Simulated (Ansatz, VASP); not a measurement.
## Two plane-wave programs on W

```
W
1.0
     0.00000    1.99900    1.93903
     1.99900    0.00000    1.93903
     1.99900    1.99900    0.00000
W
1
Cartesian
  0.0000 0.0000 0.0000
```

Change from the starting cell: strain +0.000 along x and y, -0.030 along z, atoms carried along.

Alike in both runs: task single point; functional PBEsol; k mesh 26 × 26 × 26; occupations gaussian, width 0.15 eV; no spin polarisation.

```csv
,VASP,Ansatz
version,VASP 6.6.1,Ansatz 0.2.0
potentials or method,"VASP PAW PBE potentials, release 64 (W_sv), cutoff 520 eV","scalar-relativistic, plane waves, PAW"
valence electrons in the cell,14,14
```

```tsv
	VASP	Ansatz	Ansatz less VASP
gap on the k mesh at the Fermi level (eV)	none	none	-
pressure (GPa)	10.6	9.7	-0.85
traceless stress, the component that is largest in VASP (GPa)	-6.90	-6.82	+0.084
```

VASP's potentials were made for PBE, not for PBEsol. A gap of «none» marks a metal or a gap that the smearing closes.

Neither program's run includes spin-orbit coupling.
